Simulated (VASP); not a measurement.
Input of a VASP 6.6.1 run:

File INCAR:

```
PREC = Accurate
ENCUT = 500
EDIFF = 1E-6
ISMEAR = 0
SIGMA = 0.05
LREAL = F
LASPH = T
NELM = 120
ALGO = Normal
ISIF = 2
LWAVE = F
LCHARG = F
GGA = PE
NBANDS = 22
GGA_COMPAT = F
```

File KPOINTS:

```
Automatic mesh
0
Gamma
  6 8 4
```

The input POSCAR:

```
NaI
1.0
    4.6222093067      0.0000000000      0.0000000000
    0.0000000000      4.2697016003      0.0000000000
    0.0000000000      0.0000000000      7.7983840000
Na I
2 2
Direct
    0.2500000000      0.5000000000      0.2750310000
    0.7500000000      0.5000000000      0.7249690000
    0.2500000000      0.0000000000      0.7424270000
    0.7500000000      0.0000000000      0.2575730000
```

Potentials or basis: VASP PAW PBE potentials, release 64 (Na_pv, I).

Command:

```bash
$ cat potpaw_PBE.64/Na_pv/POTCAR potpaw_PBE.64/I/POTCAR > POTCAR
$ mpirun -np 1 vasp_std > vasp.out
```

Q: Predict the pressure.

A: 0.2 GPa.

Q: Predict the largest force.

A: 0.029 eV/Å.

Q: Estimate the band gap on the k mesh.

A: 2.75 eV (least direct gap 2.97 eV).

Forces in eV/Å, atoms in the order of the input:
```
Na   0.000  0.000 -0.029
Na   0.000  0.000  0.029
I    0.000  0.000 -0.002
I    0.000  0.000  0.002
```

Caveat: spin-orbit coupling is left out, which moves the levels of the heavy elements. A k mesh can miss the band edges.
